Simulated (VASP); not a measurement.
A run of VASP 6.6.1 is set up as follows.

INCAR

```
SYSTEM = TiAl3
  ALGO = Normal
  EDIFF = 1E-6
  EDIFFG = -0.01
  ENCUT = 600
  GGA = PS
  IBRION = 2
  ISIF = 3
  ISMEAR = -1
  LASPH = .TRUE.
  LCHARG = .FALSE.
  LREAL = .FALSE.
  LWAVE = .FALSE.
  NELM = 80
  NSW = 80
  PREC = Accurate
  PSTRESS = 50.0
  SIGMA = 0.1
```

KPOINTS

```
k-points
0
G
  6 6 6
  0 0 0
```

File POSCAR:

```
TiAl3
1.0
    3.9556712500      0.0000000000      0.0000000000
    0.0000000000      3.9556712500      0.0000000000
    0.0000000000      0.0000000000      3.9556712500
Ti Al
1 3
Direct
    0.0000000000      0.0000000000      0.0000000000
    0.5000000000      0.5000000000      0.0000000000
    0.0000000000      0.5000000000      0.5000000000
    0.5000000000      0.0000000000      0.5000000000
```

Potentials or basis: VASP PAW PBE potentials, release 64 (Ti_sv, Al).

Launch:

```console
$ cat potpaw_PBE.64/Ti_sv/POTCAR potpaw_PBE.64/Al/POTCAR > POTCAR
$ mpirun -np 1 vasp_std > vasp.out
```

Problem. Estimate the space group after relaxing (to 0.05 Å).

Solution. Pm-3m (No. 221).

Problem. Predict the relaxed volume.

Solution. 14.79 Å³/atom.

Problem. Estimate the relaxed cell.

Solution. a = 3.897 Å, b = 3.897 Å, c = 3.897 Å, α = 90.00°, β = 90.00°, γ = 90.00°.

Step by step:
| step | energy change (eV) | largest force (eV/Å) | pressure (GPa) | volume (Å³) |
| --- | --- | --- | --- | --- |
| 1 | 0.0000 | 0.0000 | -0.48 | 61.90 |
| 2 | 0.1222 | 0.0000 | 9.53 | 57.27 |
| 3 | 0.0368 | 0.0000 | 4.96 | 59.18 |

Caveat: the cell is relaxed towards a set pressure, so the enthalpy falls and the energy may rise; the PAW data sets were made with another functional, which shifts forces and pressure a little.
